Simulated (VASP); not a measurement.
BP, 2 atoms in the cell. The structure is cubic, space group F-43m (No. 216). Conventional cell: a = 4.582 Å, b = 4.582 Å, c = 4.582 Å, α = 90.00°, β = 90.00°, γ = 90.00°. Within 2.6 Å of B (site symmetry -43m) lie 4 P at 1.98 Å. Within 2.6 Å of P (site symmetry -43m) lie 4 B at 1.98 Å.  This cell differs from its parent crystal: volume changed by +3%.

```yaml
Program: VASP 6.6.1
Task: single point
Functional: r2SCAN
Potentials_or_basis: VASP PAW PBE potentials, release 64 (B, P)
Cutoff: 550 eV
k_mesh: 8 × 8 × 8
Occupations: gaussian, width 0.01 eV
Spin: no spin polarisation
Dipole_correction: no
Further_INCAR_settings: ALGO = Normal; EDIFF = 1e-06; NBANDS = 11
```

Potentials or basis: VASP PAW PBE potentials, release 64 (B, P).

Launch:

```bash
$ cat potpaw_PBE.64/B/POTCAR potpaw_PBE.64/P/POTCAR > POTCAR
$ cp INCAR.step1 INCAR
$ mpirun -np 1 vasp_std > vasp.out
$ cp INCAR.step2 INCAR
$ mpirun -np 1 vasp_std > vasp.out
```

Hardware: 1 thread of AMD EPYC 7R43 64-Core Processor (Zen 3), with other jobs on the host.

Q: How long does it take, and how much memory?

A: Run time: 50 s on 1 thread of AMD EPYC 7R43 64-Core Processor (Zen 3), with other jobs on the host, peak memory 0.12 GiB. Counts: k points 29.
